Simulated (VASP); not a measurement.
# Ti3Al (P-6m2) in VASP: further runs

Runs on Ti3Al. Level: PBE. Tasks: single point.

Everything below comes from runs of VASP 6.6.1. Logs are shortened: lines on timing, memory, paths and dates and some standing lists are left out, and cuts for length are marked.

### Step 1. The cell of the first run

The structure is hexagonal, space group P-6m2 (No. 187). The conventional cell has a = 3.006 Å, b = 3.006 Å, c = 9.471 Å, α = 90.00°, β = 90.00°, γ = 120.00°. Ti (site symmetry -6m2) has 12 Ti at 2.93 to 3.01 Å within 3.9 Å. Ti (site symmetry 3m) has 9 Ti at 2.93 to 3.01 Å and 3 Al at 2.94 Å within 3.9 Å. Al (site symmetry -6m2) has 6 Ti at 2.94 Å and 6 Al at 3.01 Å within 3.9 Å.

### Step 2. Single point, PBE (volume 18.528 Å^3 an atom, c/a of the conventional cell 3.1510)

INCAR

```
SYSTEM = Ti3Al
PREC     = Accurate       ! precision mode
ENCUT    = 520            ! plane-wave cutoff, eV
EDIFF    = 1E-6           ! SCF threshold, eV
ISMEAR   = 0              ! smearing method
SIGMA    = 0.15           ! smearing width, eV
LREAL    = .FALSE.        ! projectors in reciprocal space
LASPH    = .TRUE.         ! aspherical terms in the spheres
NELM     = 100            ! most SCF steps
ALGO     = Fast           ! electronic algorithm
ISIF     = 2              ! what is computed and relaxed
LWAVE    = .FALSE.        ! write WAVECAR
LCHARG   = .FALSE.        ! write CHGCAR
GGA      = PE             ! functional
NBANDS   = 28             ! bands
```

KPOINTS

```
Automatic mesh
0
G
  18 18 6
  0 0 0
```

POSCAR

```
Ti3Al
1.0
    3.0058753267      0.0000000000      0.0000000000
   -1.5029376634      2.6031643936      0.0000000000
    0.0000000000      0.0000000000      9.4714391726
Ti Al
3 1
Direct
    0.6666666667      0.3333333333      0.0000000000
    0.3333333333      0.6666666667      0.7504575700
    0.3333333333      0.6666666667      0.2495424300
    0.6666666667      0.3333333333      0.5000000000
```

Potentials or basis: VASP PAW PBE potentials, release 64 (Ti_sv, Al).

Started as:

```console
$ cat potpaw_PBE.64/Ti_sv/POTCAR potpaw_PBE.64/Al/POTCAR > POTCAR
$ mpirun -np 1 vasp_std > vasp.out
```

OUTCAR:

```text
SYSTEM = Ti3Al
   PREC = Accurate
   ENCUT = 520
   EDIFF = 1E-6
   ISMEAR = 0
   LREAL = .FALSE.
   LASPH = .TRUE.
   NELM = 100
   ISIF = 2
   GGA = PE

 ion  position               nearest neighbor table
   1  0.667  0.333  0.000-
   2  0.333  0.667  0.750-   4 2.94   4 2.94   4 2.94
   3  0.333  0.667  0.250-   4 2.94   4 2.94   4 2.94
   4  0.667  0.333  0.500-   2 2.94   3 2.94   2 2.94   3 2.94   2 2.94   3 2.94

  LATTYP: Found a hexagonal cell.
 ALAT       =     3.0058753267
 C/A-ratio  =     3.1509753876

  Lattice vectors:

 A1 = (   3.0058753267,   0.0000000000,   0.0000000000)
 A2 = (  -1.5029376634,   2.6031643936,   0.0000000000)
 A3 = (   0.0000000000,   0.0000000000,   9.4714391726)

Analysis of symmetry for initial positions (statically):
=====================================================================
 Subroutine PRICEL returns:
 Original cell was already a primitive cell.

 Routine SETGRP: Setting up the symmetry group for a
 hexagonal supercell.

 Subroutine GETGRP returns: Found 12 space group operations
 (whereof 12 operations were pure point group operations)
 out of a pool of 24 trial point group operations.

The static configuration has the point symmetry D_3h.

Analysis of symmetry for dynamics (positions and initial velocities):
=====================================================================
 Subroutine PRICEL returns:
 Original cell was already a primitive cell.

 Routine SETGRP: Setting up the symmetry group for a
 hexagonal supercell.

 Subroutine GETGRP returns: Found 12 space group operations
 (whereof 12 operations were pure point group operations)
 out of a pool of 24 trial point group operations.

The dynamic configuration has the point symmetry D_3h.

 Subroutine INISYM returns: Found 12 space group operations
 (whereof 12 operations are pure point group operations),
 and found     1 'primitive' translations

----------------------------------------------------------------------------------------

                                     Primitive cell

  volume of cell :      74.1120

  direct lattice vectors                    reciprocal lattice vectors
[... 81 lines left out ...]
 SYSTEM =  Ti3Al
   PREC   = accura    normal or accurate (medium, high low for compatibility)
   ISTART =      0    job   : 0-new  1-cont  2-samecut
   ICHARG =      2    charge: 1-file 2-atom 10-const
   ISPIN  =      1    spin polarized calculation?
   LNONCOLLINEAR =      F non collinear calculations
   LSORBIT =      F    spin-orbit coupling
   LASPH  =      T    aspherical Exc in radial PAW
   ENCUT  =  520.0 eV  38.22 Ry    6.18 a.u.   5.59  5.59 17.61*2*pi/ulx,y,z
   NELM   =    100;   NELMIN=  2; NELMDL= -5     # of ELM steps
   EDIFF  = 0.1E-05   stopping-criterion for ELM
   LREAL  =      F    real-space projection
   EDIFFG = 0.1E-04   stopping-criterion for IOM
   NSW    =      0    number of steps for IOM
   IBRION =     -1    ionic relax: 0-MD 1-quasi-New 2-CG
   NFREE  =      0    steps in history (QN), initial steepest desc. (CG)
   ISIF   =      2    stress and relaxation
   ISYM   =      2    0-nonsym 1-usesym 2-fastsym
   POTIM  = 0.5000    time-step for ionic-motion
   TEBEG  =    0.0;   TEEND  =   0.0 temperature during run
   PSTRESS=    0.0 pullay stress
   NELECT =      39.0000    total number of electrons
   NUPDOWN=      -1.0000    fix difference up-down
   EMIN   =  10.00;   EMAX   =-10.00  energy-range for DOS
   EFERMI =   0.00;   METHOD = LEGACY
   ISMEAR =     0;   SIGMA  =   0.15  broadening in eV -4-tet -1-fermi 0-gaus
   EFERMI_NEDOS =   21; number of points for ismear=-14 and -15
   IALGO  =     68    algorithm
   IMIX   =      4    mixing-type and parameters
     AMIX     =   0.40;   BMIX     =  1.00
     AMIX_MAG =   1.60;   BMIX_MAG =  1.00
  volume/ion in A,a.u.               =      18.53       125.03
  Fermi-wavevector in a.u.,A,eV,Ry     =   1.321702  2.497654 23.767963  1.746896
  Thomas-Fermi vector in A             =   2.451437
   LORBIT       =      0    0 simple, 1 ext, 2 COOP (PROOUT), +10 PAW based schemes
   GGA     = PE    functional components
   LHFCALC =     F    Hartree Fock is set to
   AEXX    =    0.0000 exact exchange contribution
   IVDW    =     0    specifies the selected vdW correction
   LEPSILON=     F    determine dielectric tensor
   LRPA    =     F    only Hartree local field effects (RPA)
 non-spin polarized calculation
 RMM-DIIS sequential band-by-band and
 Gauss-broadening in eV      SIGMA  =   0.15
  energy-cutoff  :      520.00
  volume of cell :       74.11
 maximum number of plane-waves:      2040
 NGX is ok and might be reduce to    24
   NGX = 11   NGY = 11   NGZ = 35

 number of electron      39.0000016 magnetization

 Free energy of the ion-electron system (eV)
  ---------------------------------------------------
  ext. energy  EPLUGINS =         0.00000000
  ---------------------------------------------------
  free energy    TOTEN  =       -27.65665778 eV

  energy without entropy =      -27.60982858  energy(sigma->0) =      -27.63324318

 E-fermi :   7.2064     XC(G=0): -10.8465

 val. band max:        7.2045461829   @ k =   0.2778   0.0556   0.5000
 cond. band min:       7.2095061057   @ k =   0.3333   0.2222   0.3333
 fundamental gap:      0.0049599228
 Fermi energy:         7.2063674608

 k-point     1 :       0.0000    0.0000    0.0000
  band No.  band energies     occupation
      1     -49.6844      2.00000
      2     -49.6492      2.00000
      3     -49.6080      2.00000
      4     -26.1320      2.00000
      5     -25.9451      2.00000
      6     -25.7190      2.00000
[... 733 lines left out ...]
     27       9.8815      0.00000
     28      10.2140      0.00000

 [... further k-points ...]
[... 5 lines left out ...]
  --------------------------------------------------------------------------------------
  -------------------------------------------------------------------------------------
  Total       -3.2963531     -3.2963531     -3.5689455      0.0000000     -0.0000000      0.0000000
  in kB      -71.2616346    -71.2616346    -77.1546255      0.0000000     -0.0000000      0.0000000
  external PRESSURE =     -73.2259649 kB  Pullay stress =       0.0000000 kB

 VOLUME and BASIS-vectors are now :
 -----------------------------------------------------------------------------
  energy-cutoff  :      520.00
  volume of cell :       74.11
      direct lattice vectors                 reciprocal lattice vectors
     3.005875327  0.000000000  0.000000000     0.332681795  0.192073924  0.000000000
    -1.502937663  2.603164394  0.000000000     0.000000000  0.384147848  0.000000000
     0.000000000  0.000000000  9.471439173     0.000000000  0.000000000  0.105580576

 POSITION                                       TOTAL-FORCE (eV/Angst)
 -----------------------------------------------------------------------------------
      1.50294      0.86772      0.00000         0.000000      0.000000      0.000000
     -0.00000      1.73544      7.10791        -0.000000     -0.000000      0.048742
     -0.00000      1.73544      2.36353         0.000000      0.000000     -0.048742
      1.50294      0.86772      4.73572         0.000000      0.000000      0.000000
 -----------------------------------------------------------------------------------
    total drift:                                0.000000     -0.000000      0.000000

  FREE ENERGIE OF THE ION-ELECTRON SYSTEM (eV)
  ---------------------------------------------------
  free  energy   TOTEN  =       -27.6566577817 eV

  energy  without entropy=      -27.6098285759  energy(sigma->0) =      -27.63324318
```

OSZICAR:

```text
N       E                     dE             d eps       ncg     rms          rms(c)
DAV:   1     0.464850780453E+03    0.46485E+03   -0.19599E+04  8288   0.159E+03
DAV:   2     0.260414597142E+02   -0.43881E+03   -0.43093E+03  8376   0.491E+02
DAV:   3    -0.257333051823E+02   -0.51775E+02   -0.50596E+02 14524   0.141E+02
[... 35 lines left out ...]
RMM:  39    -0.276566537440E+02   -0.13576E-05   -0.16773E-05  8963   0.156E-02    0.319E-03
RMM:  40    -0.276566551005E+02   -0.13565E-05   -0.16145E-05  8801   0.145E-02    0.322E-03
RMM:  41    -0.276566560424E+02   -0.94183E-06   -0.11584E-05  8501   0.135E-02    0.335E-03
RMM:  42    -0.276566569903E+02   -0.94794E-06   -0.11218E-05  8385   0.126E-02    0.347E-03
RMM:  43    -0.276566577817E+02   -0.79141E-06   -0.82703E-06  8969   0.120E-02
   1 F= -.27656658E+02 E0= -.27633243E+02  d E =-.468292E-01
```

It took 11 min on 1 thread of AMD EPYC 9R45 (Zen 5), shared host; peak memory 0.35 GiB.

Results:

- Free energy: -27.6567 eV
- Pressure: -7.3 GPa
- Largest force: 0.049 eV/Å

Forces on the atoms (eV/Å):
```
Ti   0.000  0.000  0.000
Ti   0.000  0.000  0.049
Ti   0.000  0.000 -0.049
Al   0.000  0.000  0.000
```

Levels at points of the mesh, in eV from the Fermi level:
```
           k point  band 17  band 18  band 19  band 20  band 21  band 22  band 23  band 24
(0.00, 0.00, 0.00)    -0.75     0.37     0.68     0.77     0.77     0.85     0.85     1.12
(0.50, 0.00, 0.00)    -1.31    -1.08    -0.61    -0.45     0.84     0.86     1.00     1.58
(0.00, 0.00, 0.50)    -0.93     0.35     0.71     0.78     0.78     0.84     0.84     1.13
(0.50, 0.00, 0.50)    -1.44    -1.09    -0.83    -0.14     0.77     0.80     0.96     1.69
```

### Step 3. Single point, PBE (volume 18.528 Å^3 an atom, c/a of the conventional cell 2.7910)

INCAR

```
PREC     = Accurate       # precision mode
ENCUT    = 520            # plane-wave cutoff, eV
EDIFF    = 1E-6           # SCF threshold, eV
ISMEAR   = 0              # smearing method
SIGMA    = 0.15           # smearing width, eV
LREAL    = F              # projectors in reciprocal space
LASPH    = T              # aspherical terms in the spheres
NELM     = 100            # most SCF steps
ALGO     = Fast           # electronic algorithm
ISIF     = 2              # what is computed and relaxed
LWAVE    = F              # write WAVECAR
LCHARG   = F              # write CHGCAR
GGA      = PE             # functional
NBANDS   = 28             # bands
```

KPOINTS

```
regular mesh
0
Gamma
  18 18 6
```

POSCAR

```
Ti3Al
1.0
    3.1299160446      0.0000000000      0.0000000000
   -1.5649580223      2.7105868064      0.0000000000
    0.0000000000      0.0000000000      8.7355956806
Ti Al
3 1
Direct
    0.6666666667      0.3333333333      0.0000000000
    0.3333333333      0.6666666667      0.7504575700
    0.3333333333      0.6666666667      0.2495424300
    0.6666666667      0.3333333333      0.5000000000
```

Potentials or basis: VASP PAW PBE potentials, release 64 (Ti_sv, Al).

Started as:

```console
$ cat potpaw_PBE.64/Ti_sv/POTCAR potpaw_PBE.64/Al/POTCAR > POTCAR
$ mpirun -np 1 vasp_std > vasp.out
```

Wall time 12 min (1 thread of AMD EPYC 9R45 (Zen 5), shared host); peak memory 0.34 GiB.

It converged, with:

* Free energy: -27.3841 eV
* Pressure: -6.0 GPa
* Largest force: 0.079 eV/Å

Forces in eV/Å, atoms in the order of the input:
```
Ti   0.000  0.000  0.000
Ti   0.000  0.000  0.079
Ti   0.000  0.000 -0.079
Al   0.000  0.000  0.000
```

Stress tensor (GPa, compression positive):
```
-10.70   0.00   0.00
  0.00 -10.70   0.00
  0.00   0.00   3.36
```

Levels at points of the mesh, in eV from the Fermi level:
| k point | band 16 | band 17 | band 18 | band 19 | band 20 | band 21 | band 22 | band 23 | band 24 | band 25 |
| --- | --- | --- | --- | --- | --- | --- | --- | --- | --- | --- |
| (0.00, 0.00, 0.00) | -2.10 | 0.10 | 0.49 | 0.49 | 0.54 | 0.54 | 1.04 | 1.04 | 1.15 | 1.28 |
| (0.50, 0.00, 0.00) | -1.98 | -1.31 | -0.81 | -0.58 | -0.42 | 0.41 | 0.99 | 1.21 | 1.27 | 2.49 |
| (0.00, 0.00, 0.50) | -2.55 | -0.31 | 0.51 | 0.51 | 0.52 | 0.52 | 0.98 | 1.07 | 1.07 | 1.34 |
| (0.50, 0.00, 0.50) | -1.92 | -1.30 | -1.04 | -0.64 | -0.37 | 0.34 | 1.11 | 1.33 | 1.42 | 2.50 |
